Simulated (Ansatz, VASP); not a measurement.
**Two plane-wave programs on MgO**

```xyz
4
Lattice="3.5400 0.0000 0.0000 -1.7700 3.0657 0.0000 0.0000 0.0000 4.2619" Properties=species:S:1:pos:R:3 pbc="T T T"
Mg    1.7700    1.0219    3.1964
Mg    0.0000    2.0438    1.0655
O     1.7700    1.0219    1.0655
O     0.0000    2.0438    3.1964
```

Alike in both runs: task single point; functional PBE; k mesh 9 × 9 × 6; occupations gaussian, width 0.05 eV; no spin polarisation.

|  | VASP | Ansatz |
| --- | --- | --- |
| version | VASP 6.6.1 | Ansatz 0.2.0 |
| potentials or method | VASP PAW PBE potentials, release 64 (Mg, O), cutoff 520 eV | scalar-relativistic, plane waves, PAW |
| valence electrons in the cell | 16 | 32 |

Ansatz gave:

- gap on the k mesh at the Fermi level (eV): 3.20
- least direct gap on the mesh (eV): 3.20
- pressure (GPa): -1.9
- traceless stress, the component that is largest in VASP (GPa): -0.06

**Question.** What did VASP give for the same quantities?

**Answer.** gap on the k mesh at the Fermi level (eV): 3.18; least direct gap on the mesh (eV): 3.18; pressure (GPa): -2.5; traceless stress, the component that is largest in VASP (GPa): -0.17.

VASP's potentials hold 16 valence electrons a cell and Ansatz's 32, so a difference there can come from the potentials and not from the codes.
